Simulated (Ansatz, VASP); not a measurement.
## One calculation of Rh, two programs

INCAR

```
ALGO = Normal
EDIFF = 1E-8
ENCUT = 460
GGA = PE
GGA_COMPAT = False
ISIF = 2
ISMEAR = -1
LASPH = True
LCHARG = False
LEFG = True
LREAL = False
LWAVE = False
NBANDS = 24
NELM = 120
PREC = Accurate
SIGMA = 0.05
```

File KPOINTS:

```
k-points
0
Gamma
  10 10 10
```

Contents of POSCAR:

```
Rh
1.0
    0.0000000000      2.5993341490      2.5993341490
    2.5993341490      0.0000000000      2.5993341490
    2.5993341490      2.5993341490      0.0000000000
Rh
2
Direct
   -0.2825000000     -0.0725000000     -0.0725000000
    0.2825000000      0.0725000000      0.0725000000
```

Input for Ansatz:

```yaml
crystal:
  lattice:
    - [0.0, 2.599334149, 2.599334149]
    - [2.599334149, 0.0, 2.599334149]
    - [2.599334149, 2.599334149, 0.0]
  atoms:
    - { symbol: Rh, position: [-0.2825, -0.0725, -0.0725] }
    - { symbol: Rh, position: [0.2825, 0.0725, 0.0725] }
kpoints:
  mp_grid: { grid: [10, 10, 10] }
scf:
  occupations: { method: fermi_dirac, width: 0.05 }
hamiltonian:
  xc: pbe
  pseudopotentials: { kind: paw }
output:
  forces: true
  stress: true
  eigenvalues: true
  efg: { contact_densities: true }
  populations: true
```

Change from the starting cell: shortest bond scaled by 0.58, PAW files.

Alike in both runs: task electric field gradients; functional PBE; k mesh 10 × 10 × 10; occupations fermi-dirac, width 0.05 eV; no spin polarisation.

```csv
,VASP,Ansatz
version,VASP 6.6.1,Ansatz 0.2.0
potentials or method,"VASP PAW PBE potentials, release 64 (Rh_sv_GW)","PAW with Ansatz's default frozen-core files, scalar-relativistic"
plane-wave cutoff (eV),460,420
valence electrons in the cell,34,34
```

```csv
,VASP,Ansatz,Ansatz less VASP
rms of the force components (eV/Å),138.556,140.116,+1.5606
size of Vzz on the site where it differs most (V/Å²),563.2,395.3,-167.84
```

Atom by atom the forces differ by 1.561 eV/Å (rms over components). With one functional, cell and mesh, what is left measures potentials, basis and numerics.

Noted on VASP's run: the cell as given lies far from equilibrium.
